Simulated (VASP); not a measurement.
# NbCd3H (Pm-3m) in VASP: a series of runs

The runs below take NbCd3H through single point, relaxation of cell and atoms, with PBE.

All numbers are computed with VASP 6.6.1; they aren't measurements. Logs are shortened: lines on timing, memory, paths and dates and some standing lists are left out, and cuts for length are marked.

### 1 The cell of the first run

Symmetry: Pm-3m, No. 221, cubic system. The conventional cell has a = 4.384 Å, b = 4.384 Å, c = 4.384 Å, α = 90.00°, β = 90.00°, γ = 90.00°. Nb (site symmetry m-3m) has 12 Cd at 3.10 Å and 8 H at 3.80 Å within 4.1 Å. Cd (site symmetry 4/mmm) has 2 H at 2.19 Å within 2.9 Å. H (site symmetry m-3m) has 6 Cd at 2.19 Å within 2.9 Å.

### 2 Single point, PBE

Contents of INCAR:

```
SYSTEM = NbCd3H
PREC = Accurate
ENCUT = 520
EDIFF = 1E-6
ISMEAR = 0
SIGMA = 0.1
LREAL = .FALSE.
LASPH = .TRUE.
NELM = 60
ALGO = Normal
ISIF = 2
LWAVE = .FALSE.
LCHARG = .FALSE.
GGA = PE
NBANDS = 33
```

Contents of KPOINTS:

```
regular mesh
0
G
  8 8 8
  0 0 0
```

Contents of POSCAR:

```
NbCd3H
1.0
    4.3844881849      0.0000000000      0.0000000000
    0.0000000000      4.3844881849      0.0000000000
    0.0000000000      0.0000000000      4.3844881849
Nb Cd H
1 3 1
Direct
    1.0000000000      0.0000000000      1.0000000000
    1.0000000000      0.5000000000      0.5000000000
    0.5000000000      0.0000000000      0.5000000000
    0.5000000000      0.5000000000      0.0000000000
    0.5000000000      0.5000000000      0.5000000000
```

Potentials or basis: VASP PAW PBE potentials, release 64 (Nb_sv, Cd, H).

Launch:

```sh
$ cat potpaw_PBE.64/Nb_sv/POTCAR potpaw_PBE.64/Cd/POTCAR potpaw_PBE.64/H/POTCAR > POTCAR
$ mpirun -np 1 vasp_std > vasp.out
```

OUTCAR:

```text
SYSTEM = NbCd3H
   PREC = Accurate
   ENCUT = 520
   EDIFF = 1E-6
   ISMEAR = 0
   LREAL = .FALSE.
   LASPH = .TRUE.
   NELM = 60
   ISIF = 2
   GGA = PE

 ion  position               nearest neighbor table
   1  0.000  0.000  0.000-   2 3.10   3 3.10   4 3.10   2 3.10   3 3.10   2 3.10   4 3.10   2 3.10
                             3 3.10   4 3.10   3 3.10   4 3.10
   2  0.000  0.500  0.500-   5 2.19   5 2.19   4 3.10   1 3.10   1 3.10   4 3.10   1 3.10   3 3.10
                             1 3.10   3 3.10   4 3.10   3 3.10   4 3.10   3 3.10
   3  0.500  0.000  0.500-   5 2.19   5 2.19   4 3.10   1 3.10   1 3.10   4 3.10   2 3.10   4 3.10
                             2 3.10   4 3.10   1 3.10   2 3.10   1 3.10   2 3.10
   4  0.500  0.500  0.000-   5 2.19   5 2.19   3 3.10   1 3.10   2 3.10   3 3.10   2 3.10   1 3.10
                             3 3.10   3 3.10   1 3.10   2 3.10   2 3.10   1 3.10
   5  0.500  0.500  0.500-   2 2.19   3 2.19   4 2.19   4 2.19   3 2.19   2 2.19

  LATTYP: Found a simple cubic cell.
 ALAT       =     4.3844881849

  Lattice vectors:

 A1 = (   4.3844881849,   0.0000000000,   0.0000000000)
 A2 = (   0.0000000000,   4.3844881849,   0.0000000000)
 A3 = (   0.0000000000,   0.0000000000,   4.3844881849)

Analysis of symmetry for initial positions (statically):
=====================================================================
 Subroutine PRICEL returns:
 Original cell was already a primitive cell.

 Routine SETGRP: Setting up the symmetry group for a
 simple cubic supercell.

 Subroutine GETGRP returns: Found 48 space group operations
 (whereof 48 operations were pure point group operations)
 out of a pool of 48 trial point group operations.

The static configuration has the point symmetry O_h .

Analysis of symmetry for dynamics (positions and initial velocities):
=====================================================================
 Subroutine PRICEL returns:
 Original cell was already a primitive cell.

 Routine SETGRP: Setting up the symmetry group for a
 simple cubic supercell.

 Subroutine GETGRP returns: Found 48 space group operations
 (whereof 48 operations were pure point group operations)
 out of a pool of 48 trial point group operations.

The dynamic configuration has the point symmetry O_h .

 Subroutine INISYM returns: Found 48 space group operations
 (whereof 48 operations are pure point group operations),
 and found     1 'primitive' translations

----------------------------------------------------------------------------------------

                                     Primitive cell

  volume of cell :      84.2862

[... 93 lines left out ...]
   NELM   =     60;   NELMIN=  2; NELMDL= -5     # of ELM steps
   EDIFF  = 0.1E-05   stopping-criterion for ELM
   LREAL  =      F    real-space projection
   EDIFFG = 0.1E-04   stopping-criterion for IOM
   NSW    =      0    number of steps for IOM
   IBRION =     -1    ionic relax: 0-MD 1-quasi-New 2-CG
   NFREE  =      0    steps in history (QN), initial steepest desc. (CG)
   ISIF   =      2    stress and relaxation
   ISYM   =      2    0-nonsym 1-usesym 2-fastsym
   POTIM  = 0.5000    time-step for ionic-motion
   TEBEG  =    0.0;   TEEND  =   0.0 temperature during run
   PSTRESS=    0.0 pullay stress
   NELECT =      50.0000    total number of electrons
   NUPDOWN=      -1.0000    fix difference up-down
   EMIN   =  10.00;   EMAX   =-10.00  energy-range for DOS
   EFERMI =   0.00;   METHOD = LEGACY
   ISMEAR =     0;   SIGMA  =   0.10  broadening in eV -4-tet -1-fermi 0-gaus
   EFERMI_NEDOS =   21; number of points for ismear=-14 and -15
   IALGO  =     38    algorithm
   IMIX   =      4    mixing-type and parameters
     AMIX     =   0.40;   BMIX     =  1.00
     AMIX_MAG =   1.60;   BMIX_MAG =  1.00
  volume/ion in A,a.u.               =      16.86       113.76
  Fermi-wavevector in a.u.,A,eV,Ry     =   1.375559  2.599430 25.744439  1.892163
  Thomas-Fermi vector in A             =   2.500884
   LORBIT       =      0    0 simple, 1 ext, 2 COOP (PROOUT), +10 PAW based schemes
   GGA     = PE    functional components
   LHFCALC =     F    Hartree Fock is set to
   AEXX    =    0.0000 exact exchange contribution
   IVDW    =     0    specifies the selected vdW correction
   LEPSILON=     F    determine dielectric tensor
   LRPA    =     F    only Hartree local field effects (RPA)
 non-spin polarized calculation
 Gauss-broadening in eV      SIGMA  =   0.10
  energy-cutoff  :      520.00
  volume of cell :       84.29
 maximum number of plane-waves:      2301
 NGX is ok and might be reduce to    36
   NGX = 17   NGY = 17   NGZ = 17

 number of electron      49.9999985 magnetization

 Free energy of the ion-electron system (eV)
  ---------------------------------------------------
  ext. energy  EPLUGINS =         0.00000000
  ---------------------------------------------------
  free energy    TOTEN  =       -13.35085845 eV

  energy without entropy =      -13.33492841  energy(sigma->0) =      -13.34289343

 E-fermi :   4.4747     XC(G=0): -11.4998

 val. band max:        4.4621085175   @ k =   0.0000   0.0000   0.0000
 cond. band min:       4.5210125222   @ k =   0.3750   0.2500   0.0000
 fundamental gap:      0.0589040047
 Fermi energy:         4.4747041461

 k-point     1 :       0.0000    0.0000    0.0000
  band No.  band energies     occupation
      1     -50.5398      2.00000
      2     -26.5807      2.00000
      3     -26.5807      2.00000
      4     -26.5807      2.00000
      5      -6.0052      2.00000
      6      -4.6533      2.00000
[... 853 lines left out ...]
     32      10.4355      0.00000
     33      11.3846      0.00000

 [... further k-points ...]
[... 5 lines left out ...]
  --------------------------------------------------------------------------------------
  -------------------------------------------------------------------------------------
  Total        0.2138041      0.2138041      0.2138041      0.0000000      0.0000000      0.0000000
  in kB        4.0641514      4.0641514      4.0641514      0.0000000      0.0000000      0.0000000
  external PRESSURE =       4.0641514 kB  Pullay stress =       0.0000000 kB

 VOLUME and BASIS-vectors are now :
 -----------------------------------------------------------------------------
  energy-cutoff  :      520.00
  volume of cell :       84.29
      direct lattice vectors                 reciprocal lattice vectors
     4.384488185  0.000000000  0.000000000     0.228076792  0.000000000  0.000000000
     0.000000000  4.384488185  0.000000000     0.000000000  0.228076792  0.000000000
     0.000000000  0.000000000  4.384488185     0.000000000  0.000000000  0.228076792

 POSITION                                       TOTAL-FORCE (eV/Angst)
 -----------------------------------------------------------------------------------
      0.00000      0.00000      0.00000         0.000000      0.000000      0.000000
      0.00000      2.19224      2.19224         0.000000      0.000000      0.000000
      2.19224      0.00000      2.19224         0.000000      0.000000      0.000000
      2.19224      2.19224      0.00000         0.000000      0.000000      0.000000
      2.19224      2.19224      2.19224         0.000000      0.000000      0.000000
 -----------------------------------------------------------------------------------
    total drift:                                0.000000      0.000000      0.000000

  FREE ENERGIE OF THE ION-ELECTRON SYSTEM (eV)
  ---------------------------------------------------
  free  energy   TOTEN  =       -13.3508584548 eV

  energy  without entropy=      -13.3349284144  energy(sigma->0) =      -13.34289343
```

OSZICAR:

```text
N       E                     dE             d eps       ncg     rms          rms(c)
DAV:   1     0.462115985885E+03    0.46212E+03   -0.26810E+04  2310   0.155E+03
DAV:   2     0.491287171717E+01   -0.45720E+03   -0.44385E+03  2531   0.471E+02
DAV:   3    -0.134510035603E+02   -0.18364E+02   -0.17862E+02  3367   0.942E+01
DAV:   4    -0.141898866880E+02   -0.73888E+00   -0.73373E+00  3328   0.149E+01
DAV:   5    -0.142016848943E+02   -0.11798E-01   -0.11786E-01  3173   0.161E+00    0.105E+01
DAV:   6    -0.135227932339E+02    0.67889E+00   -0.31413E+00  3099   0.121E+01    0.563E+00
DAV:   7    -0.133936616006E+02    0.12913E+00   -0.83682E-01  3131   0.517E+00    0.545E+00
DAV:   8    -0.133513810207E+02    0.42281E-01   -0.13470E-01  2940   0.226E+00    0.168E+00
DAV:   9    -0.133507068057E+02    0.67422E-03   -0.16983E-02  2842   0.989E-01    0.191E-01
DAV:  10    -0.133508055564E+02   -0.98751E-04   -0.67932E-04  3055   0.185E-01    0.834E-02
DAV:  11    -0.133508629014E+02   -0.57345E-04   -0.12850E-04  2863   0.792E-02    0.167E-02
DAV:  12    -0.133508577694E+02    0.51320E-05   -0.13342E-05  2724   0.257E-02    0.514E-03
DAV:  13    -0.133508589732E+02   -0.12038E-05   -0.70371E-07  1415   0.683E-03    0.225E-03
DAV:  14    -0.133508584548E+02    0.51842E-06   -0.14190E-07  1298   0.337E-03
   1 F= -.13350858E+02 E0= -.13342893E+02  d E =-.159300E-01
```

stdout:

```text
POSCAR found type information on POSCAR NbCdH
 POSCAR found :  3 types and       5 ions
 scaLAPACK will be used
 LDA part: xc-table for (Slater+PW92), standard interpolation
 POSCAR, INCAR and KPOINTS ok, starting setup
 FFT: planning ... GRIDC
 FFT: planning ... GRID_SOFT
 FFT: planning ... GRID
 WAVECAR not read
 entering main loop
```

It took 2.6 min on 1 thread of Oxide Virtual Turin-like, shared host; peak memory 0.22 GiB.

Results:

| Property | Result |
| --- | --- |
| Free energy | -13.3509 eV |
| Pressure | 0.4 GPa |
| Band gap on the k mesh | zero (band 25 reaches 5.32 eV, above the bottom of band 26 at 3.37 eV) |

Levels at points of the mesh, in eV from the Fermi level:
```tsv
k point	band 21	band 22	band 23	band 24	band 25	band 26	band 27	band 28	band 29	band 30
(0.00, 0.00, 0.00)	-0.98	-0.98	-0.01	-0.01	-0.01	0.36	1.06	1.06	1.06	4.88
(0.50, 0.00, 0.00)	-5.63	-0.82	-0.82	-0.70	0.85	0.96	1.01	2.56	3.77	3.77
(0.50, 0.50, 0.00)	-3.29	-3.29	-2.88	-0.35	-0.27	-0.27	1.06	1.53	4.48	4.84
(0.50, 0.50, 0.50)	-2.53	-2.53	-2.53	-1.11	-1.11	-1.11	1.35	1.35	2.98	3.48
```

### 3 Relaxation of cell and atoms, PBE

Contents of INCAR:

```
ALGO = Fast
EDIFF = 1E-6
EDIFFG = -0.025
ENCUT = 600
GGA = PE
IBRION = 2
ISIF = 3
ISMEAR = 0
LASPH = T
LCHARG = F
LREAL = F
LWAVE = F
NELM = 100
NSW = 90
PREC = Accurate
SIGMA = 0.1
```

Contents of KPOINTS:

```
k-points
0
Gamma
  8 8 8
```

POSCAR is that of step 2.

Potentials or basis: VASP PAW PBE potentials, release 64 (Nb_sv, Cd, H).

Launch:

```sh
$ cat potpaw_PBE.64/Nb_sv/POTCAR potpaw_PBE.64/Cd/POTCAR potpaw_PBE.64/H/POTCAR > POTCAR
$ mpirun -np 1 vasp_std > vasp.out
```

OUTCAR:

```text
EDIFF = 1E-6
   EDIFFG = -0.025
   ENCUT = 600
   GGA = PE
   IBRION = 2
   ISIF = 3
   ISMEAR = 0
   LASPH = T
   LREAL = F
   NELM = 100
   NSW = 90
   PREC = Accurate

 ion  position               nearest neighbor table
   1  0.000  0.000  0.000-   2 3.10   3 3.10   4 3.10   2 3.10   3 3.10   2 3.10   4 3.10   2 3.10
                             3 3.10   4 3.10   3 3.10   4 3.10
   2  0.000  0.500  0.500-   5 2.19   5 2.19   4 3.10   1 3.10   1 3.10   4 3.10   1 3.10   3 3.10
                             1 3.10   3 3.10   4 3.10   3 3.10   4 3.10   3 3.10
   3  0.500  0.000  0.500-   5 2.19   5 2.19   4 3.10   1 3.10   1 3.10   4 3.10   2 3.10   4 3.10
                             2 3.10   4 3.10   1 3.10   2 3.10   1 3.10   2 3.10
   4  0.500  0.500  0.000-   5 2.19   5 2.19   3 3.10   1 3.10   2 3.10   3 3.10   2 3.10   1 3.10
                             3 3.10   3 3.10   1 3.10   2 3.10   2 3.10   1 3.10
   5  0.500  0.500  0.500-   2 2.19   3 2.19   4 2.19   4 2.19   3 2.19   2 2.19

  LATTYP: Found a simple cubic cell.
 ALAT       =     4.3844881849

  Lattice vectors:

 A1 = (   4.3844881849,   0.0000000000,   0.0000000000)
 A2 = (   0.0000000000,   4.3844881849,   0.0000000000)
 A3 = (   0.0000000000,   0.0000000000,   4.3844881849)

Analysis of symmetry for initial positions (statically):
=====================================================================
 Subroutine PRICEL returns:
 Original cell was already a primitive cell.

 Routine SETGRP: Setting up the symmetry group for a
 simple cubic supercell.

 Subroutine GETGRP returns: Found 48 space group operations
 (whereof 48 operations were pure point group operations)
 out of a pool of 48 trial point group operations.

The static configuration has the point symmetry O_h .

Analysis of symmetry for dynamics (positions and initial velocities):
=====================================================================
 Subroutine PRICEL returns:
[... 190 lines left out ...]
      0.00000      2.19224      2.19224         0.000000      0.000000      0.000000
      2.19224      0.00000      2.19224         0.000000      0.000000      0.000000
      2.19224      2.19224      0.00000         0.000000      0.000000      0.000000
      2.19224      2.19224      2.19224         0.000000      0.000000      0.000000
 -----------------------------------------------------------------------------------
    total drift:                                0.000000      0.000000      0.000000

  FREE ENERGIE OF THE ION-ELECTRON SYSTEM (eV)
  ---------------------------------------------------
  free  energy   TOTEN  =       -13.3497773382 eV

  energy  without entropy=      -13.3338438150  energy(sigma->0) =      -13.34181058

--------------------------------------- Ionic step        2  -------------------------------------------

 number of electron      49.9999989 magnetization

 Free energy of the ion-electron system (eV)
  ---------------------------------------------------
  ext. energy  EPLUGINS =         0.00000000
  ---------------------------------------------------
  free energy    TOTEN  =       -13.35007456 eV

  energy without entropy =      -13.33391088  energy(sigma->0) =      -13.34199272

 E-fermi :   4.4297     XC(G=0): -11.4731

 val. band max:        4.4252294584   @ k =   0.0000   0.0000   0.0000
 cond. band min:       4.4730963739   @ k =   0.3750   0.2500   0.0000
 fundamental gap:      0.0478669155
 Fermi energy:         4.4296971210

 k-point     1 :       0.0000    0.0000    0.0000
  band No.  band energies     occupation
      1     -50.5936      2.00000
      2     -26.6332      2.00000
      3     -26.6332      2.00000
      4     -26.6332      2.00000
      5      -6.0117      2.00000
      6      -4.6789      2.00000
[... 781 lines left out ...]
     29       7.9854      0.00000
     30       9.1779      0.00000

 [... further k-points ...]
[... 5 lines left out ...]
  --------------------------------------------------------------------------------------
  -------------------------------------------------------------------------------------
  Total       -0.0492175     -0.0492175     -0.0492175      0.0000000      0.0000000     -0.0000000
  in kB       -0.9308036     -0.9308036     -0.9308036      0.0000000      0.0000000     -0.0000000
  external PRESSURE =      -0.9308036 kB  Pullay stress =       0.0000000 kB

 VOLUME and BASIS-vectors are now :
 -----------------------------------------------------------------------------
  energy-cutoff  :      600.00
  volume of cell :       84.72
      direct lattice vectors                 reciprocal lattice vectors
     4.391949559  0.000000000 -0.000000000     0.227689318 -0.000000000  0.000000000
     0.000000000  4.391949559  0.000000000    -0.000000000  0.227689318 -0.000000000
    -0.000000000  0.000000000  4.391949559     0.000000000 -0.000000000  0.227689318

 POSITION                                       TOTAL-FORCE (eV/Angst)
 -----------------------------------------------------------------------------------
      0.00000      0.00000      0.00000        -0.000000     -0.000000      0.000000
     -0.00000      2.19597      2.19597         0.000000      0.000000      0.000000
      2.19597      0.00000      2.19597        -0.000000      0.000000      0.000000
      2.19597      2.19597     -0.00000         0.000000     -0.000000      0.000000
      2.19597      2.19597      2.19597        -0.000000     -0.000000      0.000000
 -----------------------------------------------------------------------------------
    total drift:                                0.000000      0.000000      0.000000

  FREE ENERGIE OF THE ION-ELECTRON SYSTEM (eV)
  ---------------------------------------------------
  free  energy   TOTEN  =       -13.3500745599 eV

  energy  without entropy=      -13.3339108818  energy(sigma->0) =      -13.34199272

 reached required accuracy - stopping structural energy minimisation
```

OSZICAR:

```text
N       E                     dE             d eps       ncg     rms          rms(c)
DAV:   1     0.503591534761E+03    0.50359E+03   -0.29328E+04  2100   0.191E+03
DAV:   2     0.931518178599E+01   -0.49428E+03   -0.48379E+03  2232   0.541E+02
DAV:   3    -0.130422946716E+02   -0.22357E+02   -0.21652E+02  2934   0.111E+02
[... 23 lines left out ...]
RMM:   5    -0.133500636118E+02    0.73170E-04   -0.52791E-04  2465   0.154E-01    0.235E-02
RMM:   6    -0.133500717427E+02   -0.81309E-05   -0.17865E-04  2665   0.758E-02    0.187E-02
RMM:   7    -0.133500738412E+02   -0.20985E-05   -0.38271E-05  2554   0.366E-02    0.635E-03
RMM:   8    -0.133500740900E+02   -0.24887E-06   -0.18071E-05  2055   0.208E-02    0.225E-03
RMM:   9    -0.133500745599E+02   -0.46983E-06   -0.71338E-06  1644   0.141E-02
   2 F= -.13350075E+02 E0= -.13341993E+02  d E =-.297222E-03
```

CONTCAR:

```text
NbCd3H
   1.00000000000000
     4.3919495586885793    0.0000000000000000   -0.0000000000000000
     0.0000000000000000    4.3919495586885793    0.0000000000000000
    -0.0000000000000000    0.0000000000000000    4.3919495586885793
  Nb              Cd              H
     1     3     1
Direct
     0.0000000000000000    0.0000000000000000    0.0000000000000000
     0.0000000000000000    0.5000000000000000    0.5000000000000000
     0.5000000000000000    0.0000000000000000    0.5000000000000000
     0.5000000000000000    0.5000000000000000    0.0000000000000000
     0.5000000000000000    0.5000000000000000    0.5000000000000000

  0.00000000E+00  0.00000000E+00  0.00000000E+00
  0.00000000E+00  0.00000000E+00  0.00000000E+00
  0.00000000E+00  0.00000000E+00  0.00000000E+00
  0.00000000E+00  0.00000000E+00  0.00000000E+00
  0.00000000E+00  0.00000000E+00  0.00000000E+00
```

Run time: 5.4 min. Hardware: 1 thread of Oxide Virtual Turin-like, shared host; peak memory 0.24 GiB.

Results:

```
Free energy                            : -13.3501 eV
Relaxed volume                         : 16.94 Å³/atom
Relaxed cell                           : a = 4.392 Å, b = 4.392 Å, c = 4.392 Å, α = 90.00°, β = 90.00°, γ = 90.00°
Space group after relaxing (to 0.05 Å) : Pm-3m (No. 221)
Energy gained by relaxing              : 0.1 meV/atom
Ionic steps                            : 2
Pressure after relaxing                : -0.1 GPa
Band gap on the k mesh                 : zero (band 25 reaches 5.27 eV, above the bottom of band 26 at 3.33 eV)
```

The path:
```
step  energy change (eV)  largest force (eV/Å)  pressure (GPa)  volume (Å³)
   1              0.0000                0.0000            0.34        84.29
   2             -0.0003                0.0000           -0.09        84.72
```

Final structure:
```
Nb Cd H
1.0
     4.39195    0.00000    0.00000
     0.00000    4.39195    0.00000
     0.00000    0.00000    4.39195
Nb Cd H
1 3 1
Direct
  0.00000 0.00000 0.00000
  0.00000 0.50000 0.50000
  0.50000 0.00000 0.50000
  0.50000 0.50000 0.00000
  0.50000 0.50000 0.50000
```

PBE usually gives volumes a little too large and moduli too small. Zero-point motion and thermal expansion aren't in these numbers.
